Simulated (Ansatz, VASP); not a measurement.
## One calculation of Ag, two programs

```
Ag
1.0
     0.00000    1.92263    2.30716
     1.92263    0.00000    2.30716
     1.92263    1.92263    0.00000
Ag
1
Cartesian
  0.0000 0.0000 0.0000
```

Alike in both runs: task single point; functional PBE; k mesh 22 × 22 × 22; occupations gaussian, width 0.15 eV; no spin polarisation.

|  | VASP | Ansatz |
| --- | --- | --- |
| version | VASP 6.6.1 | Ansatz 0.2.0 |
| potentials or method | VASP PAW PBE potentials, release 64 (Ag), cutoff 520 eV | scalar-relativistic, plane waves, PAW |
| valence electrons in the cell | 11 | 19 |

|  | VASP | Ansatz | Ansatz less VASP |
| --- | --- | --- | --- |
| gap on the k mesh at the Fermi level (eV) | none | none | - |
| pressure (GPa) | 6.4 | 6.5 | +0.14 |
| traceless stress, the component that is largest in VASP (GPa) | -7.76 | -7.83 | -0.075 |

A gap of «none» marks a metal or a gap that the smearing closes. The functional is the same, so the differences come from potentials, cutoffs and numerics. VASP's potentials hold 11 valence electrons a cell and Ansatz's 19, so a difference there can come from the potentials and not from the codes.
